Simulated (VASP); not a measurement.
# GaSb (I-4m2) in VASP: a series of runs, part 2 of 2

VASP 6.6.1. The steps go on from the part before.

**4. Single point, LDA**

This run uses another cell than the first one, of 27.33 Å³/atom.

Contents of INCAR:

```
SYSTEM = GaSb
PREC = Accurate ; ENCUT = 520
EDIFF = 1E-6 ; ISMEAR = 0
SIGMA = 0.15 ; LREAL = .False.
LASPH = .True. ; NELM = 100
ALGO = Normal ; ISIF = 2
LWAVE = .False. ; LCHARG = .False.
GGA = CA ; NBANDS = 16
```

Contents of KPOINTS:

```
Automatic mesh
0
Gamma
  16 16 16
  0 0 0
```

Contents of POSCAR:

```
GaSb
1.0
   -2.8158500000      2.8158500000      1.7233000000
    2.8158500000     -2.8158500000      1.7233000000
    2.8158500000      2.8158500000     -1.7233000000
Ga Sb
1 1
Direct
    0.2500000000      0.7500000000      0.5000000000
    0.0000000000      0.0000000000      0.0000000000
```

Potentials or basis: VASP PAW LDA potentials, release 64 (Ga_d, Sb).

The run is started by

```bash
cat potpaw_LDA.64/Ga_d/POTCAR potpaw_LDA.64/Sb/POTCAR > POTCAR
mpirun -np 1 vasp_std > vasp.out
```

OUTCAR:

```text
SYSTEM = GaSb
   PREC = Accurate
   ENCUT = 520
   EDIFF = 1E-6
   ISMEAR = 0
   LREAL = .False.
   LASPH = .True.
   NELM = 100
   ISIF = 2
   GGA = CA

 ion  position               nearest neighbor table
   1  0.250  0.750  0.500-   2 2.94   2 2.94   2 2.94   2 2.94
   2  0.000  0.000  0.000-   1 2.94   1 2.94   1 2.94   1 2.94

  LATTYP: Found a body centered tetragonal cell.
 ALAT       =     5.6317000000
 C/A-ratio  =     0.6119999290

  Lattice vectors:

 A1 = (  -2.8158500000,   2.8158500000,   1.7233000000)
 A2 = (   2.8158500000,  -2.8158500000,   1.7233000000)
 A3 = (   2.8158500000,   2.8158500000,  -1.7233000000)

Analysis of symmetry for initial positions (statically):
=====================================================================
 Subroutine PRICEL returns:
 Original cell was already a primitive cell.

 Routine SETGRP: Setting up the symmetry group for a
 body centered tetragonal supercell.

 Subroutine GETGRP returns: Found  8 space group operations
 (whereof  8 operations were pure point group operations)
 out of a pool of 16 trial point group operations.

The static configuration has the point symmetry D_2d.

Analysis of symmetry for dynamics (positions and initial velocities):
=====================================================================
 Subroutine PRICEL returns:
 Original cell was already a primitive cell.

 Routine SETGRP: Setting up the symmetry group for a
 body centered tetragonal supercell.

 Subroutine GETGRP returns: Found  8 space group operations
 (whereof  8 operations were pure point group operations)
 out of a pool of 16 trial point group operations.

The dynamic configuration has the point symmetry D_2d.

 Subroutine INISYM returns: Found  8 space group operations
 (whereof  8 operations are pure point group operations),
 and found     1 'primitive' translations

----------------------------------------------------------------------------------------

                                     Primitive cell

  volume of cell :      54.6563

  direct lattice vectors                    reciprocal lattice vectors
    -2.815850000  2.815850000  1.723300000     0.000000000  0.177566277  0.290141009
     2.815850000 -2.815850000  1.723300000     0.177566277  0.000000000  0.290141009
     2.815850000  2.815850000 -1.723300000     0.177566277  0.177566277  0.000000000

  length of vectors
     4.339099600  4.339099600  4.339099600     0.340164060  0.340164060  0.251116637

  position of ions in fractional coordinates (direct lattice)
     0.250000000  0.750000000  0.500000000
     0.000000000  0.000000000  0.000000000

  ion indices of the primitive-cell ions
   primitive index   ion index
                 1           1
                 2           2

----------------------------------------------------------------------------------------

 KPOINTS: Automatic mesh

Automatic generation of k-mesh.
 Grid dimensions read from file:
 generate k-points for:   16   16   16

 Generating k-lattice:

  Cartesian coordinates                     Fractional coordinates (reciprocal lattice)
     0.000000000  0.011097892  0.018133813     0.062500000 -0.000000000  0.000000000
     0.011097892  0.000000000  0.018133813    -0.000000000  0.062500000  0.000000000
     0.011097892  0.011097892  0.000000000     0.000000000  0.000000000  0.062500000

  Length of vectors
     0.021260254  0.021260254  0.015694790

  Shift w.r.t. Gamma in fractional coordinates (k-lattice)
     0.000000000  0.000000000  0.000000000

 Subroutine IBZKPT returns following result:
 ===========================================

 Found    349 irreducible k-points:

 Following reciprocal coordinates:
            Coordinates               Weight
  0.000000  0.000000  0.000000      1.000000
  0.062500 -0.000000  0.000000      8.000000
  0.125000 -0.000000  0.000000      8.000000
  0.187500 -0.000000  0.000000      8.000000
  0.250000 -0.000000  0.000000      8.000000
  0.312500  0.000000  0.000000      8.000000
[... 16 lines left out ...]
 -0.125000  0.062500 -0.000000     16.000000
 -0.062500  0.062500  0.000000      4.000000
 [... further k-points ...]
   k-points           NKPTS =    349   k-points in BZ     NKDIM =    349   number of bands    NBANDS=     16
   number of dos      NEDOS =    301   number of ions     NIONS =      2
   total plane-waves  NPLWV =  32768
   dimension x,y,z NGX =    32 NGY =   32 NGZ =   32
   dimension x,y,z NGXF=    64 NGYF=   64 NGZF=   64
   ions per type =               1   1
   NGX,Y,Z   is equivalent  to a cutoff of  12.26, 12.26, 12.26 a.u.
   NGXF,Y,Z  is equivalent  to a cutoff of  24.52, 24.52, 24.52 a.u.
 SYSTEM =  GaSb
   PREC   = accura    normal or accurate (medium, high low for compatibility)
   ISTART =      0    job   : 0-new  1-cont  2-samecut
   ICHARG =      2    charge: 1-file 2-atom 10-const
   ISPIN  =      1    spin polarized calculation?
   LNONCOLLINEAR =      F non collinear calculations
   LSORBIT =      F    spin-orbit coupling
   LASPH  =      T    aspherical Exc in radial PAW
   ENCUT  =  520.0 eV  38.22 Ry    6.18 a.u.   8.07  8.07  8.07*2*pi/ulx,y,z
   NELM   =    100;   NELMIN=  2; NELMDL= -5     # of ELM steps
   EDIFF  = 0.1E-05   stopping-criterion for ELM
   LREAL  =      F    real-space projection
   EDIFFG = 0.1E-04   stopping-criterion for IOM
   NSW    =      0    number of steps for IOM
   IBRION =     -1    ionic relax: 0-MD 1-quasi-New 2-CG
   NFREE  =      0    steps in history (QN), initial steepest desc. (CG)
   ISIF   =      2    stress and relaxation
   ISYM   =      2    0-nonsym 1-usesym 2-fastsym
   POTIM  = 0.5000    time-step for ionic-motion
   TEBEG  =    0.0;   TEEND  =   0.0 temperature during run
   PSTRESS=    0.0 pullay stress
   NELECT =      18.0000    total number of electrons
   NUPDOWN=      -1.0000    fix difference up-down
   EMIN   =  10.00;   EMAX   =-10.00  energy-range for DOS
   EFERMI =   0.00;   METHOD = LEGACY
   ISMEAR =     0;   SIGMA  =   0.15  broadening in eV -4-tet -1-fermi 0-gaus
   EFERMI_NEDOS =   21; number of points for ismear=-14 and -15
   IALGO  =     38    algorithm
   IMIX   =      4    mixing-type and parameters
     AMIX     =   0.40;   BMIX     =  1.00
     AMIX_MAG =   1.60;   BMIX_MAG =  1.00
  volume/ion in A,a.u.               =      27.33       184.42
  Fermi-wavevector in a.u.,A,eV,Ry     =   1.130539  2.136410 17.389869  1.278119
  Thomas-Fermi vector in A             =   2.267236
   LORBIT       =      0    0 simple, 1 ext, 2 COOP (PROOUT), +10 PAW based schemes
   GGA     = CA    functional components
   LHFCALC =     F    Hartree Fock is set to
   AEXX    =    0.0000 exact exchange contribution
   IVDW    =     0    specifies the selected vdW correction
   LEPSILON=     F    determine dielectric tensor
   LRPA    =     F    only Hartree local field effects (RPA)
 non-spin polarized calculation
 Gauss-broadening in eV      SIGMA  =   0.15
  energy-cutoff  :      520.00
  volume of cell :       54.66
 maximum number of plane-waves:      1522
   NGX = 17   NGY = 17   NGZ = 17

 number of electron      17.9999999 magnetization

 Free energy of the ion-electron system (eV)
  ---------------------------------------------------
  ext. energy  EPLUGINS =         0.00000000
  ---------------------------------------------------
  free energy    TOTEN  =        -8.07617342 eV

  energy without entropy =       -8.06598876  energy(sigma->0) =       -8.07108109

 E-fermi :   5.0312     XC(G=0):  -9.8938

 val. band max:        5.0278585349   @ k =  -0.1875   0.3750   0.0625
 cond. band min:       5.0336261906   @ k =  -0.2500  -0.3125   0.0625
 fundamental gap:      0.0057676557
 Fermi energy:         5.0311900750

 k-point     1 :       0.0000    0.0000    0.0000
  band No.  band energies     occupation
      1      -9.8766      2.00000
      2      -9.8148      2.00000
      3      -9.8148      2.00000
      4      -9.8136      2.00000
      5      -9.8046      2.00000
      6      -6.0502      2.00000
[... 8 lines left out ...]
     15      13.7141      0.00000
     16      15.1931      0.00000
[... 419 lines left out ...]
 k-point    24 :      -0.0625    0.0625    0.0000
  band No.  band energies     occupation
      1      -9.8764      2.00000
      2      -9.8151      2.00000
      3      -9.8149      2.00000
      4      -9.8134      2.00000
      5      -9.8043      2.00000
      6      -6.0187      2.00000
[... 8 lines left out ...]
     15      13.6218      0.00000
     16      14.8580      0.00000

 [... further k-points ...]

------------------------ aborting loop because EDIFF is reached ----------------------------------------

  FORCE on cell =-STRESS in cart. coord.  units (eV):
  Direction    XX          YY          ZZ          XY          YZ          ZX
  --------------------------------------------------------------------------------------
  -------------------------------------------------------------------------------------
  Total       -2.6128399     -2.6128399     -2.8023368      0.0000000      0.0000000      0.0000000
  in kB      -76.5920116    -76.5920116    -82.1468658      0.0000000      0.0000000      0.0000000
  external PRESSURE =     -78.4436297 kB  Pullay stress =       0.0000000 kB

 VOLUME and BASIS-vectors are now :
 -----------------------------------------------------------------------------
  energy-cutoff  :      520.00
  volume of cell :       54.66
      direct lattice vectors                 reciprocal lattice vectors
    -2.815850000  2.815850000  1.723300000     0.000000000  0.177566277  0.290141009
     2.815850000 -2.815850000  1.723300000     0.177566277  0.000000000  0.290141009
     2.815850000  2.815850000 -1.723300000     0.177566277  0.177566277  0.000000000

 POSITION                                       TOTAL-FORCE (eV/Angst)
 -----------------------------------------------------------------------------------
      2.81585      0.00000      0.86165         0.000000     -0.000000      0.000000
      0.00000      0.00000      0.00000        -0.000000      0.000000     -0.000000
 -----------------------------------------------------------------------------------
    total drift:                                0.000000     -0.000000     -0.000000

  FREE ENERGIE OF THE ION-ELECTRON SYSTEM (eV)
  ---------------------------------------------------
  free  energy   TOTEN  =        -8.0761734182 eV

  energy  without entropy=       -8.0659887570  energy(sigma->0) =       -8.07108109
```

stdout:

```text
POSCAR found type information on POSCAR GaSb
 POSCAR found :  2 types and       2 ions
 scaLAPACK will be used
 LDA part: xc-table for (Slater(with rela. corr.)+CA(PZ))
 , standard interpolation
 POSCAR, INCAR and KPOINTS ok, starting setup
 FFT: planning ... GRIDC
 FFT: planning ... GRID_SOFT
 FFT: planning ... GRID
 WAVECAR not read
 entering main loop
```

Wall time 3.3 min (1 thread of Intel Xeon Platinum 8488C (Sapphire Rapids), shared host); peak memory 0.41 GiB.

Results:

* Free energy: -8.0762 eV
* Pressure: -7.8 GPa
* Band gap on the k mesh: zero (bands 9 and 10 overlap by 4.28 eV)

Levels at points of the mesh, in eV from the Fermi level:
| k point | band 6 | band 7 | band 8 | band 9 | band 10 | band 11 | band 12 | band 13 |
| --- | --- | --- | --- | --- | --- | --- | --- | --- |
| (0.00, 0.00, 0.00) | -11.08 | -2.94 | -1.37 | -1.37 | 3.56 | 3.91 | 6.05 | 6.51 |
| (0.50, 0.00, 0.00) | -8.41 | -5.26 | -2.24 | -1.42 | -0.83 | 2.58 | 3.06 | 4.76 |
| (0.50, 0.50, 0.00) | -9.77 | -7.29 | 0.20 | 1.70 | 2.12 | 2.48 | 3.66 | 5.46 |
| (0.50, 0.50, 0.50) | -8.84 | -5.48 | -4.18 | -4.18 | 2.27 | 3.86 | 9.35 | 9.35 |

Caveat: the cell stands under tension; spin-orbit coupling is left out, which moves the levels of the heavy elements.

**5. The runs side by side**

| cell | gap on the mesh (eV) | pressure (GPa) |
| --- | --- | --- |
| a = 4.315 Å, angles 98.5, 98.5, 134.7°, 2 atoms | none | -7.2 |
| a = 4.374 Å, angles 97.7, 97.7, 137.1°, 2 atoms | none | -7.4 |
| a = 4.339 Å, angles 99.1, 99.1, 133.2°, 2 atoms | none | -7.8 |

Alike in all rows: task single point; level LDA; potentials or basis VASP PAW LDA potentials, release 64 (Ga_d, Sb); no spin polarisation; k mesh 16 × 16 × 16; cutoff (eV) 520; smearing gaussian 0.15 eV.

Caveats: the cell stands under tension; spin-orbit coupling is left out, which moves the levels of the heavy elements.

Total energies depend on the potentials used, so only differences within one code and one set of settings carry meaning.
